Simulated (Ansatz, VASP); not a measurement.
## One calculation of CaO, two programs

Contents of POSCAR:

```
CaO
1.0
    0.0000000000      2.3755300000      2.3755300000
    2.3755300000      0.0000000000      2.3755300000
    2.3755300000      2.3755300000      0.0000000000
Ca O
1 1
Direct
    0.0000000000      0.0000000000      0.0000000000
    0.5000000000      0.5000000000      0.5000000000
```

Contents of INCAR.step1:

```
SYSTEM = CaO
PREC     = Accurate       ! precision mode
ENCUT    = 520            ! plane-wave cutoff, eV
ISMEAR   = 0              ! smearing method
SIGMA    = 0.05           ! smearing width, eV
LREAL    = .False.        ! projectors in reciprocal space
LASPH    = .True.         ! aspherical terms in the spheres
NELM     = 80             ! most SCF steps
NBANDS   = 15             ! bands
GGA      = PE             ! functional
ALGO     = Normal         ! electronic algorithm
EDIFF    = 1E-4           ! SCF threshold, eV
LWAVE    = .True.         ! write WAVECAR
LCHARG   = .False.        ! write CHGCAR
```

The input INCAR.step2:

```
SYSTEM = CaO
PREC     = Accurate       ! precision mode
ENCUT    = 520            ! plane-wave cutoff, eV
EDIFF    = 1E-6           ! SCF threshold, eV
ISMEAR   = 0              ! smearing method
SIGMA    = 0.05           ! smearing width, eV
LREAL    = .False.        ! projectors in reciprocal space
LASPH    = .True.         ! aspherical terms in the spheres
NELM     = 80             ! most SCF steps
ALGO     = Normal         ! electronic algorithm
ISIF     = 2              ! what is computed and relaxed
LWAVE    = .False.        ! write WAVECAR
LCHARG   = .False.        ! write CHGCAR
METAGGA  = R2SCAN         ! meta-GGA
LMIXTAU  = .True.       
NBANDS   = 15             ! bands
ISTART   = 1
```

The input KPOINTS:

```
regular mesh
0
Gamma
  8 8 8
  0 0 0
```

Input for Ansatz:

```yaml
crystal:
  lattice:
    - [0.0, 2.37553, 2.37553]
    - [2.37553, 0.0, 2.37553]
    - [2.37553, 2.37553, 0.0]
  atoms:
    - { symbol: Ca, position: [0.0, 0.0, 0.0] }
    - { symbol: O, position: [0.5, 0.5, 0.5] }
basis:
  ecutwfc: 500
kpoints:
  mp_grid: { grid: [8, 8, 8] }
hamiltonian:
  xc: r2scan
scf:
  occupations: { method: gaussian, width: 0.05 }
output:
  forces: true
  stress: true
  eigenvalues: true
```

Change from the starting cell: strain -0.030 along x and y, -0.030 along z, atoms carried along.

Alike in both runs: task single point; functional r2SCAN; k mesh 8 × 8 × 8; occupations gaussian, width 0.05 eV; no spin polarisation.

|  | VASP | Ansatz |
| --- | --- | --- |
| version | VASP 6.6.1 | Ansatz 0.2.0 |
| potentials or method | VASP PAW PBE potentials, release 64 (Ca_sv, O), cutoff 520 eV | scalar-relativistic, plane waves, PAW |
| valence electrons in the cell | 16 | 16 |

VASP gave:

| Item | Value |
| --- | --- |
| gap on the k mesh at the Fermi level (eV) | 4.18 |
| least direct gap on the mesh (eV) | 4.54 |
| pressure (GPa) | 4.6 |

Question: What did Ansatz give for the same quantities?

Answer: gap on the k mesh at the Fermi level (eV): 4.19; least direct gap on the mesh (eV): 4.56; pressure (GPa): 3.4.

VASP's potentials were made for PBE, not for r2SCAN. With one functional, cell and mesh, what is left measures potentials, basis and numerics.
